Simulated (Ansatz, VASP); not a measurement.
**Two plane-wave programs on TaF3**

```
Ta F
1.0
     3.90120    0.00000    0.00000
     0.00000    3.90120    0.00000
     0.00000    0.00000    3.90120
Ta F
1 3
Direct
  0.00000 0.00000 0.00000
  0.00000 0.00000 0.50000
  0.00000 0.50000 0.00000
  0.50000 0.00000 0.00000
```

Alike in both runs: task relaxation of cell and atoms; functional PBE; k mesh 7 × 7 × 7; occupations fermi-dirac, width 0.05 eV; no spin polarisation; Hubbard terms Ta d U = 6.0 eV.

|  | VASP | Ansatz |
| --- | --- | --- |
| version | VASP 6.6.1 | Ansatz 0.2.0 |
| potentials or method | VASP PAW PBE potentials, release 64 (Ta_pv, F) | Ansatz PAW |
| plane-wave cutoff (eV) | 600 | 420 |
| valence electrons in the cell | 32 | 34 |

|  | VASP | Ansatz | Ansatz less VASP |
| --- | --- | --- | --- |
| gap on the k mesh at the Fermi level, each at its own relaxed structure (eV) | none | none | - |
| relaxed volume (Å³/atom) | 18.45 | 18.03 | -0.422 |
| relaxed cell length with the largest relative difference (Å) | 4.195 | 4.163 | -0.0322 |

The programs project onto different local orbitals, so the same U acts differently, and such runs can settle in different states. A gap of «none» marks a metal or a gap that the smearing closes. VASP's potentials hold 32 valence electrons a cell and Ansatz's 34, so a difference there can come from the potentials and not from the codes.

Spin-orbit coupling is off throughout. Noted on VASP's run: the volume moved by over 15 % at a fixed basis, so the end points are rough. Noted on Ansatz's run: the volume moved by over 15 % at a fixed basis, so the end points are rough; the plane-wave basis is chosen anew once the cell has moved, so the energies of steps on either side of that aren't comparable.
